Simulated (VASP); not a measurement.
# AgCl (R3m) in VASP: relaxation of cell and atoms with PBE

Aim: the relaxation of cell and atoms of AgCl with PBE.

Program: VASP 6.6.1. These are calculated values, not measurements. Logs are shortened: lines on timing, memory, paths and dates and some standing lists are left out, and cuts for length are marked.

**1. The cell of the first run**

Symmetry: R3m, No. 160, trigonal system. Conventional cell: a = 4.280 Å, b = 4.280 Å, c = 10.518 Å, α = 90.00°, β = 90.00°, γ = 120.00°. Ag (site symmetry 3m) has 4 Cl at 2.62 Å within 3.5 Å. Within 3.5 Å of Cl (site symmetry 3m) lie 4 Ag at 2.62 Å.

**2. Relaxation of cell and atoms, PBE**

The input, INCAR:

```
SYSTEM = AgCl
ALGO = Normal
EDIFF = 1E-6
EDIFFG = -0.01
ENCUT = 600
GGA = PE
IBRION = 2
ISIF = 3
ISMEAR = 0
LASPH = .TRUE.
LCHARG = .FALSE.
LREAL = .FALSE.
LWAVE = .FALSE.
NELM = 60
NSW = 100
PREC = Accurate
SIGMA = 0.02
```

The input, KPOINTS:

```
k-points
0
G
  12 12 12
  0 0 0
```

The input, POSCAR:

```
AgCl
1.0
    2.1399745538      1.2355148847      3.5061368562
   -2.1399745538      1.2355148847      3.5061368562
    0.0000000000     -2.4710297694      3.5061368562
Ag Cl
1 1
Direct
    0.2489586102      0.2489586102      0.2489586102
   -0.0002019902     -0.0002019902     -0.0002019902
```

Potentials or basis: VASP PAW PBE potentials, release 64 (Ag, Cl).

Run with:

```bash
cat potpaw_PBE.64/Ag/POTCAR potpaw_PBE.64/Cl/POTCAR > POTCAR
mpirun -np 1 vasp_std > vasp.out
```

OUTCAR:

```text
SYSTEM = AgCl
   EDIFF = 1E-6
   EDIFFG = -0.01
   ENCUT = 600
   GGA = PE
   IBRION = 2
   ISIF = 3
   ISMEAR = 0
   LASPH = .TRUE.
   LREAL = .FALSE.
   NELM = 60
   NSW = 100
   PREC = Accurate

 ion  position               nearest neighbor table
   1  0.249  0.249  0.249-   2 2.62   2 2.62   2 2.62   2 2.62
   2  1.000  1.000  1.000-   1 2.62   1 2.62   1 2.62   1 2.62

  LATTYP: Found a trigonal (rhomboedric) cell.
 ALAT       =     4.2894036620
 COS(alpha) =     0.5022017361

  Lattice vectors:

 A1 = (   2.1399745538,   1.2355148847,   3.5061368562)
 A2 = (  -2.1399745538,   1.2355148847,   3.5061368562)
 A3 = (   0.0000000000,  -2.4710297694,   3.5061368562)

Analysis of symmetry for initial positions (statically):
=====================================================================
 Subroutine PRICEL returns:
 Original cell was already a primitive cell.

 Routine SETGRP: Setting up the symmetry group for a
 trigonal (rhombohedral) supercell.

 Subroutine GETGRP returns: Found  6 space group operations
 (whereof  6 operations were pure point group operations)
 out of a pool of 12 trial point group operations.

The static configuration has the point symmetry C_3v.

Analysis of symmetry for dynamics (positions and initial velocities):
=====================================================================
 Subroutine PRICEL returns:
 Original cell was already a primitive cell.

 Routine SETGRP: Setting up the symmetry group for a
 trigonal (rhombohedral) supercell.

 Subroutine GETGRP returns: Found  6 space group operations
 (whereof  6 operations were pure point group operations)
 out of a pool of 12 trial point group operations.

The dynamic configuration has the point symmetry C_3v.

 Subroutine INISYM returns: Found  6 space group operations
 (whereof  6 operations are pure point group operations),
 and found     1 'primitive' translations

----------------------------------------------------------------------------------------

                                     Primitive cell

  volume of cell :      55.6207

  direct lattice vectors                    reciprocal lattice vectors
     2.139974554  1.235514885  3.506136856     0.233647638  0.134896527  0.095071398
    -2.139974554  1.235514885  3.506136856    -0.233647638  0.134896527  0.095071398
     0.000000000 -2.471029769  3.506136856     0.000000000 -0.269793053  0.095071398

[... 98 lines left out ...]
   ISMEAR =     0;   SIGMA  =   0.02  broadening in eV -4-tet -1-fermi 0-gaus
   EFERMI_NEDOS =   21; number of points for ismear=-14 and -15
   IALGO  =     38    algorithm
   IMIX   =      4    mixing-type and parameters
     AMIX     =   0.40;   BMIX     =  1.00
     AMIX_MAG =   1.60;   BMIX_MAG =  1.00
  volume/ion in A,a.u.               =      27.81       187.67
  Fermi-wavevector in a.u.,A,eV,Ry     =   1.123967  2.123989 17.188254  1.263301
  Thomas-Fermi vector in A             =   2.260636
   LORBIT       =      0    0 simple, 1 ext, 2 COOP (PROOUT), +10 PAW based schemes
   GGA     = PE    functional components
   LHFCALC =     F    Hartree Fock is set to
   AEXX    =    0.0000 exact exchange contribution
   IVDW    =     0    specifies the selected vdW correction
   LEPSILON=     F    determine dielectric tensor
   LRPA    =     F    only Hartree local field effects (RPA)
 conjugate gradient relaxation of ions
 non-spin polarized calculation
 Gauss-broadening in eV      SIGMA  =   0.02
  energy-cutoff  :      600.00
  volume of cell :       55.62
 maximum number of plane-waves:      1880
 NGX is ok and might be reduce to    36
   NGX = 17   NGY = 17   NGZ = 17

--------------------------------------- Ionic step        1  -------------------------------------------

 number of electron      18.0000000 magnetization

 Free energy of the ion-electron system (eV)
  ---------------------------------------------------
  ext. energy  EPLUGINS =         0.00000000
  ---------------------------------------------------
  free energy    TOTEN  =        -5.45319890 eV

  energy without entropy =       -5.45319890  energy(sigma->0) =       -5.45319890

------------------------ aborting loop because EDIFF is reached ----------------------------------------

  FORCE on cell =-STRESS in cart. coord.  units (eV):
  Direction    XX          YY          ZZ          XY          YZ          ZX
  --------------------------------------------------------------------------------------
  -------------------------------------------------------------------------------------
  Total       -0.0279784     -0.0279784     -0.0352853      0.0000000      0.0000000     -0.0000000
  in kB       -0.8059291     -0.8059291     -1.0164068      0.0000000      0.0000000     -0.0000000
  external PRESSURE =      -0.8760883 kB  Pullay stress =       0.0000000 kB
[... 95 lines left out ...]
--------------------------------------- Ionic step        4  -------------------------------------------

 number of electron      18.0000000 magnetization

 Free energy of the ion-electron system (eV)
  ---------------------------------------------------
  ext. energy  EPLUGINS =         0.00000000
  ---------------------------------------------------
  free energy    TOTEN  =        -5.45324343 eV

  energy without entropy =       -5.45324343  energy(sigma->0) =       -5.45324343

 E-fermi :   1.5935     XC(G=0):  -8.3867

 val. band max:        1.4387515372   @ k =   0.0000   0.0000   0.0000
 cond. band min:       2.7233471966   @ k =   0.0000   0.0000   0.0000
 fundamental gap:      1.2845956594
 Fermi energy:         1.5934699782

 k-point     1 :       0.0000    0.0000    0.0000
  band No.  band energies     occupation
      1     -13.2490      2.00000
      2      -2.4792      2.00000
      3      -2.4624      2.00000
      4      -2.4624      2.00000
      5      -0.5916      2.00000
      6      -0.5916      2.00000
      7       1.4306      2.00000
      8       1.4306      2.00000
      9       1.4388      2.00000
     10       2.7233      0.00000
     11       9.5252      0.00000
     12       9.5609      0.00000
     13       9.5609      0.00000
[... 354 lines left out ...]
  band No.  band energies     occupation
      1     -13.0693      2.00000
      2      -2.4552      2.00000
      3      -2.3059      2.00000
      4      -2.2319      2.00000
      5      -0.5873      2.00000
      6      -0.5560      2.00000
      7      -0.3662      2.00000
      8       0.5533      2.00000
      9       0.7999      2.00000
     10       5.7352      0.00000
     11       8.0275      0.00000
     12       9.2308      0.00000
     13      10.2043      0.00000

 [... further k-points ...]
[... 5 lines left out ...]
  --------------------------------------------------------------------------------------
  -------------------------------------------------------------------------------------
  Total        0.0087837      0.0087837      0.0045954      0.0000000      0.0000000      0.0000000
  in kB        0.2539603      0.2539603      0.1328667      0.0000000      0.0000000      0.0000000
  external PRESSURE =       0.2135957 kB  Pullay stress =       0.0000000 kB
[... 17 lines left out ...]
  FREE ENERGIE OF THE ION-ELECTRON SYSTEM (eV)
  ---------------------------------------------------
  free  energy   TOTEN  =        -5.4532434284 eV

  energy  without entropy=       -5.4532434284  energy(sigma->0) =       -5.45324343

 reached required accuracy - stopping structural energy minimisation
```

It took 6.7 min on 1 thread of Intel Xeon Platinum 8488C (Sapphire Rapids), shared host; peak memory 0.35 GiB.

Results:

* Free energy: -5.4532 eV
* Relaxed volume: 27.71 Å³/atom
* Relaxed cell: a = 4.284 Å, b = 4.284 Å, c = 4.284 Å, α = 59.87°, β = 59.87°, γ = 59.87°
* Space group after relaxing (to 0.1 Å): F-43m (No. 216)
* Energy gained by relaxing: 0.0 meV/atom
* Ionic steps: 4
* Pressure after relaxing: 0.0 GPa
* Band gap on the k mesh: 1.28 eV

Forces on the atoms (eV/Å):
```
Ag   0.000  0.000  0.002
Cl   0.000  0.000 -0.002
```

Final structure:
```
Ag Cl
1.0
     2.13753    1.23411    3.50110
    -2.13753    1.23411    3.50110
     0.00000   -2.46821    3.50110
Ag Cl
1 1
Cartesian
  0.0000 0.0000 2.6150
  0.0000 0.0000 10.5010
```

Levels at points of the mesh, in eV from the valence-band top:
```tsv
k point	band 5	band 6	band 7	band 8	band 9	band 10	band 11	band 12	band 13
(0.00, 0.00, 0.00)	-2.03	-2.03	-0.01	-0.01	0.00	1.28	8.09	8.12	8.12
(0.50, 0.00, 0.00)	-1.97	-1.97	-1.89	-0.55	-0.54	3.74	6.65	8.43	8.45
(0.50, 0.50, 0.00)	-1.98	-1.89	-1.65	-1.28	-1.28	4.87	5.35	8.68	10.53
(0.50, 0.50, 0.50)	-1.97	-1.97	-1.89	-0.55	-0.55	3.75	6.64	8.47	8.47
```

A k mesh can miss the band edges.
